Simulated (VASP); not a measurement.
# CsBr (Pm-3m) in VASP: settings compared, part 3 of 3

VASP 6.6.1. Earlier steps stand in the parts before.

## 5. Single point, PBE-based screened hybrid

POSCAR

```
CsBr
1.0
    4.3193779122      0.0000000000      0.0000000000
    0.0000000000      4.3193779122      0.0000000000
    0.0000000000      0.0000000000      4.3193779122
Cs Br
1 1
Direct
    0.0000000000      0.0000000000      0.0000000000
    0.5000000000      0.5000000000      0.5000000000
```

INCAR.step1

```
PREC     = Accurate       # precision mode
ENCUT    = 400            # plane-wave cutoff, eV
EDIFF    = 1E-5           # SCF threshold, eV
ISMEAR   = 0              # smearing method
SIGMA    = 0.01           # smearing width, eV
LREAL    = F              # projectors in reciprocal space
LASPH    = T              # aspherical terms in the spheres
NELM     = 120            # most SCF steps
ALGO     = Normal         # electronic algorithm
ISIF     = 2              # what is computed and relaxed
LWAVE    = T              # write WAVECAR
LCHARG   = F              # write CHGCAR
NBANDS   = 15             # bands
GGA      = PE             # functional
GGA_COMPAT= F
```

INCAR.step2

```
PREC     = Accurate       # precision mode
ENCUT    = 400            # plane-wave cutoff, eV
EDIFF    = 1E-6           # SCF threshold, eV
ISMEAR   = 0              # smearing method
SIGMA    = 0.01           # smearing width, eV
LREAL    = F              # projectors in reciprocal space
LASPH    = T              # aspherical terms in the spheres
NELM     = 120            # most SCF steps
ALGO     = Normal         # electronic algorithm
ISIF     = 2              # what is computed and relaxed
LWAVE    = F              # write WAVECAR
LCHARG   = F              # write CHGCAR
GGA      = PE             # functional
LHFCALC  = T              # exact exchange
AEXX     = 0.5            # exact-exchange fraction
HFSCREEN = 0.5            # screening, 1/A
PRECFOCK = Normal       
NBANDS   = 15             # bands
ISTART   = 1            
GGA_COMPAT= F
```

KPOINTS

```
regular mesh
0
Gamma
  4 4 4
```

Potentials or basis: VASP PAW PBE potentials, release 64 (Cs_sv, Br).

On the command line:

```console
$ cat potpaw_PBE.64/Cs_sv/POTCAR potpaw_PBE.64/Br/POTCAR > POTCAR
$ cp INCAR.step1 INCAR
$ mpirun -np 1 vasp_std > vasp.out
$ cp INCAR.step2 INCAR
$ mpirun -np 1 vasp_std > vasp.out
```

OUTCAR:

```text
PREC = Accurate
   ENCUT = 400
   EDIFF = 1E-6
   ISMEAR = 0
   LREAL = F
   LASPH = T
   NELM = 120
   ISIF = 2
   GGA = PE
   LHFCALC = T
   AEXX = 0.5
   HFSCREEN = 0.5
   PRECFOCK = Normal
   ISTART = 1

 ion  position               nearest neighbor table
   1  0.000  0.000  0.000-
   2  0.500  0.500  0.500-

  LATTYP: Found a simple cubic cell.
 ALAT       =     4.3193779122

  Lattice vectors:

 A1 = (   4.3193779122,   0.0000000000,   0.0000000000)
 A2 = (   0.0000000000,   4.3193779122,   0.0000000000)
 A3 = (   0.0000000000,   0.0000000000,   4.3193779122)

Analysis of symmetry for initial positions (statically):
=====================================================================
 Subroutine PRICEL returns:
 Original cell was already a primitive cell.

 Routine SETGRP: Setting up the symmetry group for a
 simple cubic supercell.

 Subroutine GETGRP returns: Found 48 space group operations
 (whereof 48 operations were pure point group operations)
 out of a pool of 48 trial point group operations.

The static configuration has the point symmetry O_h .

Analysis of symmetry for dynamics (positions and initial velocities):
=====================================================================
 Subroutine PRICEL returns:
 Original cell was already a primitive cell.

 Routine SETGRP: Setting up the symmetry group for a
 simple cubic supercell.

 Subroutine GETGRP returns: Found 48 space group operations
 (whereof 48 operations were pure point group operations)
 out of a pool of 48 trial point group operations.

The dynamic configuration has the point symmetry O_h .

 Subroutine INISYM returns: Found 48 space group operations
 (whereof 48 operations are pure point group operations),
 and found     1 'primitive' translations

----------------------------------------------------------------------------------------

                                     Primitive cell

  volume of cell :      80.5867

  direct lattice vectors                    reciprocal lattice vectors
     4.319377912  0.000000000  0.000000000     0.231514820  0.000000000  0.000000000
     0.000000000  4.319377912  0.000000000     0.000000000  0.231514820  0.000000000
     0.000000000  0.000000000  4.319377912     0.000000000  0.000000000  0.231514820

  length of vectors
     4.319377912  4.319377912  4.319377912     0.231514820  0.231514820  0.231514820

  position of ions in fractional coordinates (direct lattice)
     0.000000000  0.000000000  0.000000000
     0.500000000  0.500000000  0.500000000

  ion indices of the primitive-cell ions
   primitive index   ion index
                 1           1
                 2           2

----------------------------------------------------------------------------------------

 KPOINTS: regular mesh

Automatic generation of k-mesh.
 Grid dimensions read from file:
 generate k-points for:    4    4    4

 Generating k-lattice:

[... 30 lines left out ...]
   total plane-waves  NPLWV =  21952
   dimension x,y,z NGX =    28 NGY =   28 NGZ =   28
   dimension x,y,z NGXF=    56 NGYF=   56 NGZF=   56
   ions per type =               1   1
   NGX,Y,Z   is equivalent  to a cutoff of  10.78, 10.78, 10.78 a.u.
   NGXF,Y,Z  is equivalent  to a cutoff of  21.55, 21.55, 21.55 a.u.
 SYSTEM =  unknown system
   PREC   = accura    normal or accurate (medium, high low for compatibility)
   ISTART =      1    job   : 0-new  1-cont  2-samecut
   ICHARG =      0    charge: 1-file 2-atom 10-const
   ISPIN  =      1    spin polarized calculation?
   LNONCOLLINEAR =      F non collinear calculations
   LSORBIT =      F    spin-orbit coupling
   LASPH  =      T    aspherical Exc in radial PAW
   ENCUT  =  400.0 eV  29.40 Ry    5.42 a.u.   7.04  7.04  7.04*2*pi/ulx,y,z
   NELM   =    120;   NELMIN=  2; NELMDL=  0     # of ELM steps
   EDIFF  = 0.1E-05   stopping-criterion for ELM
   LREAL  =      F    real-space projection
   EDIFFG = 0.1E-04   stopping-criterion for IOM
   NSW    =      0    number of steps for IOM
   IBRION =     -1    ionic relax: 0-MD 1-quasi-New 2-CG
   NFREE  =      0    steps in history (QN), initial steepest desc. (CG)
   ISIF   =      2    stress and relaxation
   ISYM   =      3    0-nonsym 1-usesym 2-fastsym
   POTIM  = 0.5000    time-step for ionic-motion
   TEBEG  =    0.0;   TEEND  =   0.0 temperature during run
   PSTRESS=    0.0 pullay stress
   NELECT =      16.0000    total number of electrons
   NUPDOWN=      -1.0000    fix difference up-down
   EMIN   =  10.00;   EMAX   =-10.00  energy-range for DOS
   EFERMI =   0.00;   METHOD = LEGACY
   ISMEAR =     0;   SIGMA  =   0.01  broadening in eV -4-tet -1-fermi 0-gaus
   EFERMI_NEDOS =   21; number of points for ismear=-14 and -15
   IALGO  =     38    algorithm
   IMIX   =      1    mixing-type and parameters
     AMIX     =   0.40;   BMIX     =  1.00
     AMIX_MAG =   1.60;   BMIX_MAG =  1.00
  volume/ion in A,a.u.               =      40.29       271.91
  Fermi-wavevector in a.u.,A,eV,Ry     =   0.955052  1.804786 12.410201  0.912124
  Thomas-Fermi vector in A             =   2.083854
   LORBIT       =      0    0 simple, 1 ext, 2 COOP (PROOUT), +10 PAW based schemes
   GGA     = PE    functional components
   LHFCALC =     T    Hartree Fock is set to
   PRECFOCK=normal    Normal, Fast or Accurate (Low or Medium for compatibility)
   ENCUT4O =  -1.0   cutoff for four orbital integrals eV
   NKREDX  =     1    reduce k-point grid by
   NKREDY  =     1    reduce k-point grid by
   NKREDZ  =     1    reduce k-point grid by
   AEXX    =    0.5000 exact exchange contribution
   HFSCREEN=    0.5000 screening length (either q_TF or 0.3 A-1)
   HFSCREENC=   0.5000 screening length for correlation (either q_TF or 0.3 A-1)
   ENCUTFOCK=  -1.0 apply spherical cutoff to Coloumb kernel
   IVDW    =     0    specifies the selected vdW correction
   LEPSILON=     F    determine dielectric tensor
   LRPA    =     F    only Hartree local field effects (RPA)
 non-spin polarized calculation
 Gauss-broadening in eV      SIGMA  =   0.01
  energy-cutoff  :      400.00
  volume of cell :       80.59
 maximum number of plane-waves:      1492
  NGX = 24; NGY = 24; NGZ = 24

 number of electron      16.0000003 magnetization

 Free energy of the ion-electron system (eV)
  ---------------------------------------------------
  ext. energy  EPLUGINS =         0.00000000
  ---------------------------------------------------
  free energy    TOTEN  =        -7.19358734 eV

  energy without entropy =       -7.19358734  energy(sigma->0) =       -7.19358734

 E-fermi :  -1.3100     XC(G=0):  -6.1352

 val. band max:       -1.3745373648   @ k =   0.5000   0.5000   0.0000
 cond. band min:       4.2661778718   @ k =   0.0000   0.0000   0.0000
 fundamental gap:      5.6407152366
 Fermi energy:        -1.3099791231

 k-point     1 :       0.0000    0.0000    0.0000
  band No.  band energies     occupation
      1     -23.3119      2.00000
      2     -15.3563      2.00000
      3      -8.2052      2.00000
      4      -8.2052      2.00000
      5      -8.2052      2.00000
      6      -1.3757      2.00000
      7      -1.3757      2.00000
      8      -1.3757      2.00000
      9       4.2662      0.00000
     10       4.6769      0.00000
     11       4.6769      0.00000
     12       9.1157      0.00000
     13       9.1157      0.00000
     14       9.1157      0.00000
[... 149 lines left out ...]
      2     -15.1675      2.00000
      3      -8.5864      2.00000
      4      -8.5864      2.00000
      5      -8.5864      2.00000
      6      -2.5260      2.00000
      7      -2.5260      2.00000
      8      -2.5260      2.00000
      9       8.2086      0.00000
     10       8.2086      0.00000
     11       8.2086      0.00000
     12       8.9395      0.00000
     13       8.9395      0.00000
     14       8.9395      0.00000
     15      11.5133      0.00000

------------------------ aborting loop because EDIFF is reached ----------------------------------------

  FORCE on cell =-STRESS in cart. coord.  units (eV):
  Direction    XX          YY          ZZ          XY          YZ          ZX
  --------------------------------------------------------------------------------------
  -------------------------------------------------------------------------------------
  Total        0.0587485      0.0587485      0.0587485      0.0000000      0.0000000     -0.0000000
  in kB        1.1680026      1.1680026      1.1680026      0.0000000      0.0000000     -0.0000000
  external PRESSURE =       1.1680026 kB  Pullay stress =       0.0000000 kB

 VOLUME and BASIS-vectors are now :
 -----------------------------------------------------------------------------
  energy-cutoff  :      400.00
  volume of cell :       80.59
      direct lattice vectors                 reciprocal lattice vectors
     4.319377912  0.000000000  0.000000000     0.231514820  0.000000000  0.000000000
     0.000000000  4.319377912  0.000000000     0.000000000  0.231514820  0.000000000
     0.000000000  0.000000000  4.319377912     0.000000000  0.000000000  0.231514820

 POSITION                                       TOTAL-FORCE (eV/Angst)
 -----------------------------------------------------------------------------------
      0.00000      0.00000      0.00000         0.000000      0.000000      0.000000
      2.15969      2.15969      2.15969         0.000000      0.000000      0.000000
 -----------------------------------------------------------------------------------
    total drift:                                0.000002      0.000003      0.000002

  FREE ENERGIE OF THE ION-ELECTRON SYSTEM (eV)
  ---------------------------------------------------
  free  energy   TOTEN  =        -7.1935873405 eV

  energy  without entropy=       -7.1935873405  energy(sigma->0) =       -7.19358734
```

Run time: 3.4 min. Hardware: 1 thread of Intel Xeon Platinum 8488C (Sapphire Rapids), shared host; peak memory 0.26 GiB.

What came out:

```
Free energy            : -7.1936 eV
Pressure               : 0.1 GPa
Band gap on the k mesh : 5.64 eV, indirect (the least direct gap lies 1.2 meV higher)
```

Caveat: the PAW data sets were made with another functional, which shifts forces and pressure a little; spin-orbit coupling is left out, which moves the levels of the heavy elements.

## 6. Summary

```csv
level,potentials or basis,k mesh,cutoff (eV),grid for exact exchange (PRECFOCK),screening parameter,share of exact exchange,gap on the mesh (eV),pressure (GPa)
LDA,"VASP PAW LDA potentials, release 64 (Cs_sv, Br)",2 × 2 × 2,500,-,-,-,3.97,-1.0
HSE06,"VASP PAW PBE potentials, release 64 (Cs_sv, Br)",2 × 2 × 2,400,Normal,0.2079 1/Å,-,5.61,0.9
PBE-based screened hybrid,"VASP PAW PBE potentials, release 64 (Cs_sv, Br)",4 × 4 × 4,400,Normal,0.3 1/Å,0.15,4.99,0.5
PBE-based screened hybrid,"VASP PAW PBE potentials, release 64 (Cs_sv, Br)",4 × 4 × 4,400,Normal,0.5 1/Å,0.5,5.64,0.1
```

Alike in all rows: task single point; no spin polarisation; cell as given; smearing gaussian 0.01 eV.

Caveats: some runs use coarse meshes; spin-orbit coupling is left out, which moves the levels of the heavy elements; the PAW data sets were made with another functional, which shifts forces and pressure a little (some runs).

Total energies depend on the potentials used, so only differences within one code and one set of settings carry meaning.
